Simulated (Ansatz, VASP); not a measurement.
# CsBr: VASP beside Ansatz

Contents of POSCAR:

```
CsBr
1.0
    4.2312027511      0.0000000000      0.0000000000
    0.0000000000      4.2312027511      0.0000000000
    0.0000000000      0.0000000000      4.2312027511
Cs Br
1 1
Direct
    0.0000000000      0.0000000000      0.0000000000
    0.5000000000      0.5000000000      0.5000000000
```

Contents of INCAR.step1:

```
SYSTEM = CsBr
PREC     = Accurate       ! precision mode
ENCUT    = 550            ! plane-wave cutoff, eV
ISMEAR   = 0              ! smearing method
SIGMA    = 0.01           ! smearing width, eV
LREAL    = .False.        ! projectors in reciprocal space
LASPH    = .True.         ! aspherical terms in the spheres
NELM     = 120            ! most SCF steps
NBANDS   = 15             ! bands
GGA      = PE             ! functional
ALGO     = Normal         ! electronic algorithm
EDIFF    = 1E-5           ! SCF threshold, eV
LWAVE    = .True.         ! write WAVECAR
LCHARG   = .False.        ! write CHGCAR
GGA_COMPAT= .False.
```

File INCAR.step2:

```
SYSTEM = CsBr
PREC     = Accurate       ! precision mode
ENCUT    = 550            ! plane-wave cutoff, eV
EDIFF    = 1E-6           ! SCF threshold, eV
ISMEAR   = 0              ! smearing method
SIGMA    = 0.01           ! smearing width, eV
LREAL    = .False.        ! projectors in reciprocal space
LASPH    = .True.         ! aspherical terms in the spheres
NELM     = 120            ! most SCF steps
ALGO     = Normal         ! electronic algorithm
ISIF     = 2              ! what is computed and relaxed
LWAVE    = .False.        ! write WAVECAR
LCHARG   = .False.        ! write CHGCAR
METAGGA  = R2SCAN         ! meta-GGA
LMIXTAU  = .True.       
NBANDS   = 15             ! bands
ISTART   = 1            
GGA_COMPAT= .False.
```

KPOINTS

```
Automatic mesh
0
Gamma
  6 6 6
  0 0 0
```

Input for Ansatz:

```yaml
crystal:
  lattice:
    - [4.2312027511, 0.0, 0.0]
    - [0.0, 4.2312027511, 0.0]
    - [0.0, 0.0, 4.2312027511]
  atoms:
    - { symbol: Cs, position: [0.0, 0.0, 0.0] }
    - { symbol: Br, position: [0.5, 0.5, 0.5] }
kpoints:
  mp_grid: { grid: [6, 6, 6] }
hamiltonian:
  xc: r2scan
scf:
  occupations: { method: fixed }
  n_extra_bands: 4
output:
  forces: true
  stress: true
  eigenvalues: true
```

Alike in both runs: task single point; functional r2SCAN; k mesh 6 × 6 × 6; no spin polarisation.

```csv
,VASP,Ansatz
version,VASP 6.6.1,Ansatz 0.2.0
potentials or method,"VASP PAW PBE potentials, release 64 (Cs_sv, Br)","plane waves, PAW"
plane-wave cutoff (eV),550,500
occupations,"gaussian, width 0.01 eV",fixed
valence electrons in the cell,16,16
```

```tsv
	VASP	Ansatz	Ansatz less VASP
gap on the k mesh at the Fermi level (eV)	5.35	5.35	+0.007
pressure (GPa)	1.2	1.2	-0.06
```

VASP's potentials were made for PBE, not for r2SCAN.

Neither program's run includes spin-orbit coupling.
